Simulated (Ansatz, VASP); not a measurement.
## Two plane-wave programs on Cu

File INCAR:

```
SYSTEM = Cu
  PREC = Accurate
  ENCUT = 600
  EDIFF = 1E-7
  ISMEAR = 0
  SIGMA = 0.1
  LREAL = .False.
  LASPH = .True.
  NELM = 120
  ALGO = Normal
  ISIF = 3
  LWAVE = .False.
  LCHARG = .False.
  GGA = PE
  IBRION = 2
  NSW = 100
  EDIFFG = -0.002
  GGA_COMPAT = .False.
  NELMIN = 4
```

File KPOINTS:

```
Automatic mesh
0
Gamma
  20 20 20
  0 0 0
```

The input POSCAR:

```
Cu
1.0
    0.0000000000      1.8135739185      1.8135739185
    1.8135739185      0.0000000000      1.8135739185
    1.8135739185      1.8135739185      0.0000000000
Cu
1
Direct
    0.0000000000      0.0000000000      0.0000000000
```

Input for Ansatz:

```yaml
crystal:
  lattice:
    - [0.0, 1.8135739185, 1.8135739185]
    - [1.8135739185, 0.0, 1.8135739185]
    - [1.8135739185, 1.8135739185, 0.0]
  atoms:
    - { symbol: Cu, position: [0.0, 0.0, 0.0] }
basis:
  ecutwfc: 420
kpoints:
  mp_grid: { grid: [20, 20, 20] }
hamiltonian:
  xc: pbe
  pseudopotentials: { kind: paw, azcp: { folder: soft_1 } }
scf:
  occupations: { method: gaussian, width: 0.1 }
output:
  forces: true
  stress: true
  eigenvalues: true
  write_density: true
  write_potential: true
  elf: true
  volumetric_format: npy
relax:
  adjacent_minimum: "off"
  f_tol: 0.002
  max_steps: 80
  cell: { stress_tol: 0.02 }
```

Alike in both runs: task relaxation of cell and atoms; functional PBE; k mesh 20 × 20 × 20; occupations gaussian, width 0.1 eV; no spin polarisation.

|  | VASP | Ansatz |
| --- | --- | --- |
| version | VASP 6.6.1 | Ansatz 0.2.0 |
| potentials or method | VASP PAW PBE potentials, release 64 (Cu), cutoff 600 eV | scalar-relativistic, plane waves, PAW |
| valence electrons in the cell | 11 | 19 |

Ansatz gave:

- gap on the k mesh at the Fermi level, each at its own relaxed structure (eV): none
- relaxed volume (Å³/atom): 11.95
- relaxed cell length with the largest relative difference (Å): 2.566

Question: What did VASP give for the same quantities?

Answer: gap on the k mesh at the Fermi level, each at its own relaxed structure (eV): none; relaxed volume (Å³/atom): 12.01; relaxed cell length with the largest relative difference (Å): 2.570.

A gap of «none» marks a metal or a gap that the smearing closes. VASP's potentials hold 11 valence electrons a cell and Ansatz's 19, so a difference there can come from the potentials and not from the codes.
